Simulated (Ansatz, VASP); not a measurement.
## One calculation of Ta4O, two programs

File INCAR:

```
ALGO = Normal ; EDIFF = 1E-6
ENCUT = 600 ; GGA = PE
GGA_COMPAT = F ; ISIF = 2
ISMEAR = 0 ; LASPH = T
LCHARG = F ; LREAL = F
LWAVE = F ; NBANDS = 37
NELM = 120 ; PREC = Accurate
SIGMA = 0.1
```

KPOINTS

```
k-points
0
Gamma
  8 8 8
```

File POSCAR:

```
Ta4O
1.0
    4.3940506453      0.0000000000      0.0000000000
    0.0000000000      4.3940506453      0.0000000000
    0.0000000000      0.0000000000      4.3940506453
Ta O
4 1
Direct
    0.2637447757      0.7362552243      0.2637447757
    0.7362552243      0.2637447757      0.2637447757
    0.7362552243      0.7362552243      0.7362552243
    0.2637447757      0.2637447757      0.7362552243
    0.0000000000      0.0000000000      0.0000000000
```

Input for Ansatz:

```yaml
crystal:
  lattice:
    - [4.3940506453, 0.0, 0.0]
    - [0.0, 4.3940506453, 0.0]
    - [0.0, 0.0, 4.3940506453]
  atoms:
    - { symbol: Ta, position: [0.2637447757, 0.7362552243, 0.2637447757] }
    - { symbol: Ta, position: [0.7362552243, 0.2637447757, 0.2637447757] }
    - { symbol: Ta, position: [0.7362552243, 0.7362552243, 0.7362552243] }
    - { symbol: Ta, position: [0.2637447757, 0.2637447757, 0.7362552243] }
    - { symbol: O, position: [0.0, 0.0, 0.0] }
basis:
  ecutwfc: 420
kpoints:
  mp_grid: { grid: [8, 8, 8] }
  band_path:
    path:
      - [[0.0, 0.0, 0.0], [0.0, 0.5, 0.0], [0.5, 0.5, 0.0], [0.0, 0.0, 0.0], [0.5, 0.5, 0.5], [0.0, 0.5, 0.0]]
      - [[0.5, 0.5, 0.5], [0.5, 0.5, 0.0]]
    npoints: 14
hamiltonian:
  xc: pbe
scf:
  occupations: { method: gaussian, width: 0.1 }
  n_extra_bands: 12
output:
  forces: true
  stress: true
  eigenvalues: true
  populations: true
  dos: { projected: true, de: 0.02, nscf_kmesh: { grid: [10, 10, 10] } }
  bader: true
  write_density: true
  write_potential: true
  elf: true
  volumetric_format: npy
```

Alike in both runs: task single point; functional PBE; k mesh 8 × 8 × 8; occupations gaussian, width 0.1 eV; no spin polarisation.

```csv
,VASP,Ansatz
version,VASP 6.6.1,Ansatz 0.2.0
potentials or method,"VASP PAW PBE potentials, release 64 (Ta_sv_GW, O), cutoff 600 eV","scalar-relativistic, plane waves, PAW"
valence electrons in the cell,58,58
```

|  | VASP | Ansatz | Ansatz less VASP |
| --- | --- | --- | --- |
| gap on the k mesh at the Fermi level (eV) | none | none | - |
| pressure (GPa) | -0.2 | 0.0 | +0.23 |
| rms of the force components (eV/Å) | 0.025 | 0.000 | -0.0244 |

Atom by atom the forces differ by 0.025 eV/Å (rms over components). A gap of «none» marks a metal or a gap that the smearing closes.

Neither program's run includes spin-orbit coupling.
